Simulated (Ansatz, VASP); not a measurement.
# BiTe in VASP and in Ansatz

INCAR

```
PREC = Accurate
ENCUT = 520
EDIFF = 1E-7
ISMEAR = 0
SIGMA = 0.1
LREAL = F
LASPH = T
NELM = 80
ALGO = Normal
ISIF = 2
LWAVE = F
LCHARG = F
GGA = PE
NBANDS = 18
```

Contents of KPOINTS:

```
Automatic mesh
0
Gamma
  8 8 8
```

File POSCAR:

```
BiTe
1.0
    0.0000000000      3.1000486475      3.1000486475
    3.1000486475      0.0000000000      3.1000486475
    3.1000486475      3.1000486475      0.0000000000
Bi Te
1 1
Direct
    0.0000000000      0.0000000000      0.0000000000
    0.5000000000      0.5000000000      0.5000000000
```

Input for Ansatz:

```yaml
crystal:
  lattice:
    - [0.0, 3.100048647519621, 3.100048647519621]
    - [3.100048647519621, 0.0, 3.100048647519621]
    - [3.100048647519621, 3.100048647519621, 0.0]
  atoms:
    - { symbol: Bi, position: [0.0, 0.0, 0.0] }
    - { symbol: Te, position: [0.5, 0.5, 0.5] }
basis:
  ecutwfc: 435.382179935808
kpoints:
  mp_grid:
    grid: [8, 8, 8]
hamiltonian:
  xc: pbe
scf:
  max_iter: 75
  occupations:
    method: gaussian
    width: 0.1
output:
  stress: true
```

Alike in both runs: task single point; functional PBE; k mesh 8 × 8 × 8; occupations gaussian, width 0.1 eV; no spin polarisation.

|  | VASP | Ansatz |
| --- | --- | --- |
| version | VASP 6.6.1 | Ansatz 0.2.0 |
| potentials or method | VASP PAW PBE potentials, release 64 (Bi_d, Te), cutoff 520 eV | plane waves, PAW |
| valence electrons in the cell | 21 | 31 |

```csv
,VASP,Ansatz,Ansatz less VASP
pressure (GPa),9.2,9.3,+0.05
```

VASP's potentials hold 21 valence electrons a cell and Ansatz's 31, so a difference there can come from the potentials and not from the codes.

Neither program's run includes spin-orbit coupling.
